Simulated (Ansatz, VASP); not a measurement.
Two plane-wave programs on Si3O

```xyz
8
Lattice="6.0549 0.0000 0.0000 -3.0275 5.2437 0.0000 0.0000 0.0000 3.4111" Properties=species:S:1:pos:R:3 pbc="T T T"
Si    2.0992    0.0000    0.0000
Si    1.0496    1.8180    1.7056
Si   -1.0496    1.8180    0.0000
Si    3.9557    0.0000    1.7056
Si    1.9778    3.4257    0.0000
Si   -1.9778    3.4257    1.7056
O     0.0000    3.4958    0.8528
O     3.0275    1.7479    2.5583
```

Alike in both runs: task relaxation of cell and atoms; functional PBEsol; k mesh 6 × 6 × 10; occupations fermi-dirac, width 0.15 eV; no spin polarisation.

|  | VASP | Ansatz |
| --- | --- | --- |
| version | VASP 6.6.1 | Ansatz 0.2.0 |
| potentials or method | VASP PAW PBE potentials, release 64 (Si, O), cutoff 600 eV | scalar-relativistic, plane waves, PAW |
| valence electrons in the cell | 36 | 36 |

```tsv
	VASP	Ansatz	Ansatz less VASP
gap on the k mesh at the Fermi level, each at its own relaxed structure (eV)	none	none	-
relaxed volume (Å³/atom)	13.56	13.56	0.000
relaxed cell length with the largest relative difference (Å)	3.426	3.428	+0.0019
```

VASP's potentials were made for PBE, not for PBEsol. A gap of «none» marks a metal or a gap that the smearing closes.
